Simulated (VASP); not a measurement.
TePb (lda): single point with LDA

Crystal: TePb (lda).

```
Pb Te
1.0
     0.00000    3.15888    3.15888
     3.15888    0.00000    3.15888
     3.15888    3.15888    0.00000
Pb Te
1 1
Direct
  0.00000 0.00000 0.00000
  0.50000 0.50000 0.50000
```

```
Program             : VASP 6.6.1
Task                : single point
Functional          : LDA
Potentials or basis : VASP PAW LDA potentials, release 64 (Pb_d, Te)
Cutoff              : 500 eV
k mesh              : 8 × 8 × 8
Occupations         : gaussian, width 0.01 eV
Spin                : no spin polarisation
```

```json
{
  "Pressure": "1.6 GPa",
  "Band gap on the k mesh": "0.48 eV, direct"
}
```

Levels at points of the mesh, in eV from the valence-band top:
| k point | band 6 | band 7 | band 8 | band 9 | band 10 | band 11 | band 12 | band 13 | band 14 | band 15 |
| --- | --- | --- | --- | --- | --- | --- | --- | --- | --- | --- |
| (0.00, 0.00, 0.00) | -12.66 | -5.52 | -1.63 | -1.63 | -1.63 | 4.04 | 4.04 | 4.04 | 5.60 | 5.60 |
| (0.50, 0.00, 0.00) | -11.04 | -9.04 | -1.10 | -1.10 | 0.00 | 0.48 | 1.01 | 1.01 | 8.36 | 9.17 |
| (0.50, 0.50, 0.00) | -10.72 | -7.49 | -5.09 | -3.24 | -3.24 | 2.93 | 5.61 | 5.61 | 6.98 | 10.22 |

Wall time 19 s on 1 thread of Intel Xeon 6975P-C, on a shared host, peak memory 0.18 GiB.

Caveat: spin-orbit coupling is left out, which moves the levels of the heavy elements. A k mesh can miss the band edges.
